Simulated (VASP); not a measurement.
Here is a VASP 6.6.1 calculation.

The input INCAR:

```
SYSTEM = BP
PREC = Accurate ; ENCUT = 520
EDIFF = 1E-6 ; ISMEAR = 0
SIGMA = 0.01 ; LREAL = .FALSE.
LASPH = .TRUE. ; NELM = 100
ALGO = Normal ; ISIF = 2
LWAVE = .FALSE. ; LCHARG = .FALSE.
GGA = CA ; NBANDS = 11
```

The input KPOINTS:

```
Automatic mesh
0
G
  8 8 8
  0 0 0
```

POSCAR

```
BP
1.0
    2.2538954366      2.2538954366      0.0000000000
   -2.2538954366      2.2538954366      0.0000000000
    0.0000000000      2.2538954366      2.2538954366
B P
1 1
Direct
    0.0000000000      0.0000000000      0.0000000000
    0.7500000000      0.2500000000      0.5000000000
```

Potentials or basis: VASP PAW LDA potentials, release 64 (B, P).

Run with:

```sh
$ cat potpaw_LDA.64/B/POTCAR potpaw_LDA.64/P/POTCAR > POTCAR
$ mpirun -np 1 vasp_std > vasp.out
```

(1) What does it give for the band gap on the k mesh?

(2) Predict the pressure.

Answers

(1) 1.20 eV, indirect (least direct gap 3.41 eV).

(2) -2.1 GPa.
